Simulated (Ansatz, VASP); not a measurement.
# Mg2B: VASP beside Ansatz

INCAR

```
  PREC = Accurate
  ENCUT = 520
  EDIFF = 1E-6
  ISMEAR = 0
  SIGMA = 0.1
  LREAL = F
  LASPH = T
  NELM = 80
  ALGO = Fast
  ISIF = 2
  LWAVE = F
  LCHARG = F
  GGA = PE
  NBANDS = 10
```

KPOINTS

```
Automatic mesh
0
Gamma
  6 6 6
```

File POSCAR:

```
Mg2B
1.0
   -1.9155026889      1.9155026889      3.1416213766
    1.9155026889     -1.9155026889      3.1416213766
    1.9155026889      1.9155026889     -3.1416213766
Mg B
2 1
Direct
    0.5930000000      0.5930000000      0.0000000000
    0.4070000000      0.4070000000      0.0000000000
    0.0000000000      0.0000000000      0.0000000000
```

Input for Ansatz:

```yaml
crystal:
  lattice:
    - [-1.9155026889, 1.9155026889, 3.1416213766]
    - [1.9155026889, -1.9155026889, 3.1416213766]
    - [1.9155026889, 1.9155026889, -3.1416213766]
  atoms:
    - { symbol: Mg, position: [0.593, 0.593, 0.0] }
    - { symbol: Mg, position: [0.407, 0.407, 0.0] }
    - { symbol: B, position: [0.0, 0.0, 0.0] }
basis:
  ecutwfc: 420
kpoints:
  mp_grid: { grid: [6, 6, 6] }
hamiltonian:
  xc: pbe
scf:
  occupations: { method: gaussian, width: 0.1 }
  lower_state_search: "off"
output:
  forces: true
  stress: true
  eigenvalues: true
```

Alike in both runs: task single point; functional PBE; k mesh 6 × 6 × 6; occupations gaussian, width 0.1 eV; no spin polarisation.

```csv
,VASP,Ansatz
version,VASP 6.6.1,Ansatz 0.2.0
potentials or method,"VASP PAW PBE potentials, release 64 (Mg, B), cutoff 520 eV","scalar-relativistic, plane waves, PAW"
valence electrons in the cell,7,23
```

Ansatz gave:

| Property | Result |
| --- | --- |
| gap on the k mesh at the Fermi level (eV) | none |
| pressure (GPa) | 50.7 |
| traceless stress, the component that is largest in VASP (GPa) | 150.39 |
| rms of the force components (eV/Å) | 24.734 |

Task: What did VASP give for the same quantities?

Result: gap on the k mesh at the Fermi level (eV): none; pressure (GPa): 15.8; traceless stress, the component that is largest in VASP (GPa): 83.55; rms of the force components (eV/Å): 12.929.

Atom by atom the forces differ by 11.805 eV/Å (rms over components). A gap of «none» marks a metal or a gap that the smearing closes. One of these differences is far larger than is usual between the two programs; its cause wasn't traced. With one functional, cell and mesh, what is left measures potentials, basis and numerics. VASP's potentials hold 7 valence electrons a cell and Ansatz's 23, so a difference there can come from the potentials and not from the codes.

The k mesh is coarse, so the values compare programs but aren't converged.
